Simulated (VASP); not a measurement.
Crystal: Sc3Ge5.

```
Sc Ge
1.0
    -3.32256    3.32256    3.32256
     3.32256   -3.32256    3.32256
     3.32256    3.32256   -3.32256
Sc Ge
3 5
Direct
  0.00000 0.50000 0.50000
  0.50000 0.50000 0.00000
  0.50000 0.00000 0.50000
  0.00000 0.00000 0.00000
  0.00000 0.00000 0.50000
  0.00000 0.50000 0.00000
  0.50000 0.00000 0.00000
  0.50000 0.50000 0.50000
```

- Program: VASP 6.6.1
- Task: relaxation of cell and atoms
- Functional: PBE
- Potentials or basis: VASP PAW PBE potentials, release 64 (Sc_sv, Ge_d)
- Cutoff: 600 eV
- k mesh: 8 × 8 × 8
- Occupations: gaussian, width 0.1 eV
- Spin: no spin polarisation

At the start: pressure 3.0 GPa; volume 18.34 Å³/atom.

**Question.** How do energy, volume and symmetry change on relaxing?

**Answer.** Over 3 steps the energy falls by 6.1 meV/atom and the volume is 19.00 Å³/atom (+3.6 %); space group Im-3m (No. 229, to 0.05 Å).

Step by step:
```
step  energy change (eV)  largest force (eV/Å)  pressure (GPa)  volume (Å³)
   1              0.0000                0.0000            2.98       146.72
   2             -0.0419                0.0000           -1.11       154.07
   3             -0.0485                0.0000            0.06       152.02
```

Final structure:
```xyz
8
Lattice="-3.3621 3.3621 3.3621 3.3621 -3.3621 3.3621 3.3621 3.3621 -3.3621" Properties=species:S:1:pos:R:3 pbc="T T T"
Sc    3.3621    0.0000    0.0000
Sc    0.0000    0.0000    3.3621
Sc    0.0000    3.3621    0.0000
Ge    0.0000    0.0000    0.0000
Ge    1.6811    1.6811   -1.6811
Ge    1.6811   -1.6811    1.6811
Ge   -1.6811    1.6811    1.6811
Ge    1.6811    1.6811    1.6811
```
